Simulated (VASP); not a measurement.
# V (Im-3m) in VASP: a series of runs

Runs on V. Level: r2SCAN. Tasks: single point.

All numbers are computed with VASP 6.6.1; they aren't measurements. Logs are shortened: lines on timing, memory, paths and dates and some standing lists are left out, and cuts for length are marked.

### Step 1. The cell of the first run

Symmetry: Im-3m, No. 229, cubic system. Conventional cell: a = 2.984 Å, b = 2.984 Å, c = 2.984 Å, α = 90.00°, β = 90.00°, γ = 90.00°. Within 3.4 Å of V (site symmetry m-3m) lie 14 V at 2.58 to 2.98 Å.

### Step 2. Single point, r2SCAN

POSCAR reads:

```
V
1.0
   -1.4917693513      1.4917693513      1.4917693513
    1.4917693513     -1.4917693513      1.4917693513
    1.4917693513      1.4917693513     -1.4917693513
V
1
Direct
    0.0000000000      0.0000000000      0.0000000000
```

INCAR.step1 reads:

```
ALGO = Normal
EDIFF = 1E-4
ENCUT = 520
GGA = PE
ISMEAR = -1
LASPH = T
LCHARG = F
LREAL = F
LWAVE = T
NBANDS = 12
NELM = 100
PREC = Accurate
SIGMA = 0.03
```

INCAR.step2 reads:

```
ALGO = Normal
EDIFF = 1E-6
ENCUT = 520
ISIF = 2
ISMEAR = -1
ISTART = 1
LASPH = T
LCHARG = F
LMIXTAU = T
LREAL = F
LWAVE = F
METAGGA = R2SCAN
NBANDS = 12
NELM = 100
PREC = Accurate
SIGMA = 0.03
```

KPOINTS reads:

```
k-points
0
Gamma
  15 15 15
```

Potentials or basis: VASP PAW PBE potentials, release 64 (V_sv).

The run is started by

```console
> cat potpaw_PBE.64/V_sv/POTCAR > POTCAR
> cp INCAR.step1 INCAR
> mpirun -np 1 vasp_std > vasp.out
> cp INCAR.step2 INCAR
> mpirun -np 1 vasp_std > vasp.out
```

OUTCAR:

```text
EDIFF = 1E-6
   ENCUT = 520
   ISIF = 2
   ISMEAR = -1
   ISTART = 1
   LASPH = T
   LREAL = F
   METAGGA = R2SCAN
   NELM = 100
   PREC = Accurate

 ion  position               nearest neighbor table
   1  0.000  0.000  0.000-

  LATTYP: Found a body centered cubic cell.
 ALAT       =     2.9835387026

  Lattice vectors:

 A1 = (  -1.4917693513,   1.4917693513,   1.4917693513)
 A2 = (   1.4917693513,  -1.4917693513,   1.4917693513)
 A3 = (   1.4917693513,   1.4917693513,  -1.4917693513)

Analysis of symmetry for initial positions (statically):
=====================================================================
 Subroutine PRICEL returns:
 Original cell was already a primitive cell.

 Routine SETGRP: Setting up the symmetry group for a
 body centered cubic supercell.

 Subroutine GETGRP returns: Found 48 space group operations
 (whereof 48 operations were pure point group operations)
 out of a pool of 48 trial point group operations.

The static configuration has the point symmetry O_h .

Analysis of symmetry for dynamics (positions and initial velocities):
=====================================================================
 Subroutine PRICEL returns:
 Original cell was already a primitive cell.

 Routine SETGRP: Setting up the symmetry group for a
 body centered cubic supercell.

 Subroutine GETGRP returns: Found 48 space group operations
 (whereof 48 operations were pure point group operations)
 out of a pool of 48 trial point group operations.

The dynamic configuration has the point symmetry O_h .

 Subroutine INISYM returns: Found 48 space group operations
 (whereof 48 operations are pure point group operations),
 and found     1 'primitive' translations

----------------------------------------------------------------------------------------

                                     Primitive cell

  volume of cell :      13.2790

  direct lattice vectors                    reciprocal lattice vectors
    -1.491769351  1.491769351  1.491769351     0.000000000  0.335172458  0.335172458
     1.491769351 -1.491769351  1.491769351     0.335172458  0.000000000  0.335172458
     1.491769351  1.491769351 -1.491769351     0.335172458  0.335172458  0.000000000

  length of vectors
     2.583820310  2.583820310  2.583820310     0.474005436  0.474005436  0.474005436

  position of ions in fractional coordinates (direct lattice)
     0.000000000  0.000000000  0.000000000

  ion indices of the primitive-cell ions
   primitive index   ion index
                 1           1

----------------------------------------------------------------------------------------

 KPOINTS: k-points

Automatic generation of k-mesh.
 Grid dimensions read from file:
 generate k-points for:   15   15   15

 Generating k-lattice:

  Cartesian coordinates                     Fractional coordinates (reciprocal lattice)
     0.000000000  0.022344831  0.022344831     0.066666667  0.000000000  0.000000000
     0.022344831  0.000000000  0.022344831     0.000000000  0.066666667  0.000000000
     0.022344831  0.022344831  0.000000000     0.000000000  0.000000000  0.066666667

  Length of vectors
     0.031600362  0.031600362  0.031600362

  Shift w.r.t. Gamma in fractional coordinates (k-lattice)
     0.000000000  0.000000000  0.000000000

 Subroutine IBZKPT returns following result:
 ===========================================

 Found    120 irreducible k-points:

 Following reciprocal coordinates:
            Coordinates               Weight
  0.000000  0.000000  0.000000      1.000000
  0.066667  0.000000  0.000000     12.000000
  0.133333  0.000000  0.000000     12.000000
  0.200000  0.000000  0.000000     12.000000
  0.266667  0.000000  0.000000     12.000000
  0.333333  0.000000  0.000000     12.000000
[... 16 lines left out ...]
  0.333333  0.200000  0.000000     48.000000
  0.400000  0.200000  0.000000     24.000000
 [... further k-points ...]
   k-points           NKPTS =    120   k-points in BZ     NKDIM =    120   number of bands    NBANDS=     12
   number of dos      NEDOS =    301   number of ions     NIONS =      1
   total plane-waves  NPLWV =   8000
   dimension x,y,z NGX =    20 NGY =   20 NGZ =   20
   dimension x,y,z NGXF=    40 NGYF=   40 NGZF=   40
   ions per type =               1
   NGX,Y,Z   is equivalent  to a cutoff of  12.87, 12.87, 12.87 a.u.
   NGXF,Y,Z  is equivalent  to a cutoff of  25.74, 25.74, 25.74 a.u.
 SYSTEM =  unknown system
   PREC   = accura    normal or accurate (medium, high low for compatibility)
   ISTART =      1    job   : 0-new  1-cont  2-samecut
   ICHARG =      0    charge: 1-file 2-atom 10-const
   ISPIN  =      1    spin polarized calculation?
   LNONCOLLINEAR =      F non collinear calculations
   LSORBIT =      F    spin-orbit coupling
   LASPH  =      T    aspherical Exc in radial PAW
   ENCUT  =  520.0 eV  38.22 Ry    6.18 a.u.   4.80  4.80  4.80*2*pi/ulx,y,z
   NELM   =    100;   NELMIN=  2; NELMDL=  0     # of ELM steps
   EDIFF  = 0.1E-05   stopping-criterion for ELM
   LREAL  =      F    real-space projection
   EDIFFG = 0.1E-04   stopping-criterion for IOM
   NSW    =      0    number of steps for IOM
   IBRION =     -1    ionic relax: 0-MD 1-quasi-New 2-CG
   NFREE  =      0    steps in history (QN), initial steepest desc. (CG)
   ISIF   =      2    stress and relaxation
   ISYM   =      2    0-nonsym 1-usesym 2-fastsym
   POTIM  = 0.5000    time-step for ionic-motion
   TEBEG  =    0.0;   TEEND  =   0.0 temperature during run
   PSTRESS=    0.0 pullay stress
   NELECT =      13.0000    total number of electrons
   NUPDOWN=      -1.0000    fix difference up-down
   EMIN   =  10.00;   EMAX   =-10.00  energy-range for DOS
   EFERMI =   0.00;   METHOD = LEGACY
   ISMEAR =    -1;   SIGMA  =   0.03  broadening in eV -4-tet -1-fermi 0-gaus
   EFERMI_NEDOS =   21; number of points for ismear=-14 and -15
   IALGO  =     38    algorithm
   IMIX   =      4    mixing-type and parameters
     AMIX     =   0.40;   BMIX     =  1.00
     AMIX_MAG =   1.60;   BMIX_MAG =  1.00
  volume/ion in A,a.u.               =      13.28        89.61
  Fermi-wavevector in a.u.,A,eV,Ry     =   1.625552  3.071848 35.952309  2.642420
  Thomas-Fermi vector in A             =   2.718657
   LORBIT       =      0    0 simple, 1 ext, 2 COOP (PROOUT), +10 PAW based schemes
   METAGGA = R2SCAN    functional components
   LHFCALC =     F    Hartree Fock is set to
   AEXX    =    0.0000 exact exchange contribution
   IVDW    =     0    specifies the selected vdW correction
   LEPSILON=     F    determine dielectric tensor
   LRPA    =     F    only Hartree local field effects (RPA)
 non-spin polarized calculation
  energy-cutoff  :      520.00
  volume of cell :       13.28
 maximum number of plane-waves:       370
   NGX =  9   NGY =  9   NGZ =  9

 number of electron      12.9999992 magnetization

 Free energy of the ion-electron system (eV)
  ---------------------------------------------------
  ext. energy  EPLUGINS =         0.00000000
  ---------------------------------------------------
  free energy    TOTEN  =       -14.13268206 eV

  energy without entropy =      -14.12808259  energy(sigma->0) =      -14.13038233

 E-fermi :   9.8477     XC(G=0): -14.1516

 val. band max:        9.8362413398   @ k =  -0.2000   0.2667   0.0667
 cond. band min:       9.8493544358   @ k =   0.3333   0.1333   0.0000
 fundamental gap:      0.0131130959
 Fermi energy:         9.8476946228

 k-point     1 :       0.0000    0.0000    0.0000
  band No.  band energies     occupation
      1     -56.4512      2.00000
      2     -28.5783      2.00000
      3     -28.5783      2.00000
      4     -28.5783      2.00000
      5       2.7512      2.00000
      6      10.3351      0.00000
      7      10.3351      0.00000
      8      10.3351      0.00000
      9      12.5517      0.00000
     10      12.5517      0.00000
     11      31.1958      0.00000
     12      31.1959      0.00000

 k-point     2 :       0.0667    0.0000    0.0000
  band No.  band energies     occupation
      1     -56.4418      2.00000
      2     -28.6227      2.00000
      3     -28.5916      2.00000
      4     -28.5786      2.00000
      5       2.9418      2.00000
      6      10.2523      0.00000
      7      10.3151      0.00000
      8      10.4695      0.00000
      9      12.4561      0.00000
     10      12.5565      0.00000
     11      30.8644      0.00000
     12      31.1674      0.00000

 k-point     3 :       0.1333    0.0000    0.0000
  band No.  band energies     occupation
      1     -56.4154      2.00000
      2     -28.7472      2.00000
      3     -28.6291      2.00000
      4     -28.5796      2.00000
      5       3.4908      2.00000
      6      10.0247      0.00547
      7      10.2196      0.00001
      8      10.8606      0.00000
      9      12.2605      0.00000
     10      12.5754      0.00000
     11      29.8735      0.00000
     12      30.8957      0.00000

 k-point     4 :       0.2000    0.0000    0.0000
  band No.  band energies     occupation
      1     -56.3763      2.00000
      2     -28.9278      2.00000
      3     -28.6841      2.00000
      4     -28.5811      2.00000
      5       4.3214      2.00000
      6       9.7053      1.98280
      7      10.0057      0.01025
      8      11.4708      0.00000
      9      12.1523      0.00000
     10      12.6179      0.00000
     11      28.2564      0.00000
     12      30.1049      0.00000

 k-point     5 :       0.2667    0.0000    0.0000
  band No.  band energies     occupation
      1     -56.3311      2.00000
      2     -29.1314      2.00000
      3     -28.7466      2.00000
      4     -28.5828      2.00000
      5       5.2703      2.00000
      6       9.3591      2.00000
      7       9.8018      1.64434
      8      12.2070      0.00000
      9      12.2321      0.00000
     10      12.6895      0.00000
     11      26.1954      0.00000
     12      28.9619      0.00000
[... 228 lines left out ...]
      1     -56.2771      2.00000
      2     -29.2859      2.00000
      3     -28.8379      2.00000
      4     -28.6544      2.00000
      5       6.5718      2.00000
      6       8.9552      2.00000
      7       9.3316      2.00000
      8      12.0524      0.00000
      9      12.9547      0.00000
     10      13.7850      0.00000
     11      25.1844      0.00000
     12      25.8006      0.00000

 k-point    22 :       0.2667    0.2000    0.0000
  band No.  band energies     occupation
      1     -56.2449      2.00000
      2     -29.3708      2.00000
      3     -28.9260      2.00000
      4     -28.6673      2.00000
      5       7.1857      2.00000
      6       8.7428      2.00000
      7       9.3590      2.00000
      8      12.2164      0.00000
      9      13.0255      0.00000
     10      14.8768      0.00000
     11      23.2517      0.00000
     12      24.7430      0.00000

 k-point    23 :       0.3333    0.2000    0.0000
  band No.  band energies     occupation
      1     -56.2229      2.00000
      2     -29.4206      2.00000
      3     -28.9956      2.00000
      4     -28.6737      2.00000
      5       7.3688      2.00000
      6       8.7135      2.00000
      7       9.5628      1.99985
      8      12.3933      0.00000
      9      13.0827      0.00000
     10      15.9672      0.00000
     11      21.3690      0.00000
     12      24.1576      0.00000

 k-point    24 :       0.4000    0.2000    0.0000
  band No.  band energies     occupation
      1     -56.2152      2.00000
      2     -29.4365      2.00000
      3     -29.0221      2.00000
      4     -28.6756      2.00000
      5       7.3753      2.00000
      6       8.7159      2.00000
      7       9.6929      1.98857
      8      12.4608      0.00000
      9      13.1221      0.00000
     10      16.5599      0.00000
     11      20.4745      0.00000
     12      23.9469      0.00000

 [... further k-points ...]
[... 5 lines left out ...]
  --------------------------------------------------------------------------------------
  -------------------------------------------------------------------------------------
  Total        0.0097849      0.0097849      0.0097849      0.0000000      0.0000000      0.0000000
  in kB        1.1806029      1.1806029      1.1806029      0.0000000      0.0000000      0.0000000
  external PRESSURE =       1.1806029 kB  Pullay stress =       0.0000000 kB

 VOLUME and BASIS-vectors are now :
 -----------------------------------------------------------------------------
  energy-cutoff  :      520.00
  volume of cell :       13.28
      direct lattice vectors                 reciprocal lattice vectors
    -1.491769351  1.491769351  1.491769351     0.000000000  0.335172458  0.335172458
     1.491769351 -1.491769351  1.491769351     0.335172458  0.000000000  0.335172458
     1.491769351  1.491769351 -1.491769351     0.335172458  0.335172458  0.000000000

 POSITION                                       TOTAL-FORCE (eV/Angst)
 -----------------------------------------------------------------------------------
      0.00000      0.00000      0.00000        -0.000000     -0.000000     -0.000000
 -----------------------------------------------------------------------------------
    total drift:                                0.000000     -0.000000      0.000000

  FREE ENERGIE OF THE ION-ELECTRON SYSTEM (eV)
  ---------------------------------------------------
  free  energy   TOTEN  =       -14.1326820589 eV

  energy  without entropy=      -14.1280825946  energy(sigma->0) =      -14.13038233
```

Wall time 44 s (1 thread of Intel Xeon Platinum 8375C at 2.90GHz (Ice Lake), shared host); peak memory 0.14 GiB.

Results:

```yaml
Free_energy: -14.1327 eV
Pressure: 0.1 GPa
```

Caveat: the PAW data sets were made with another functional, which shifts forces and pressure a little.

(Continued in part 2 of 2.)
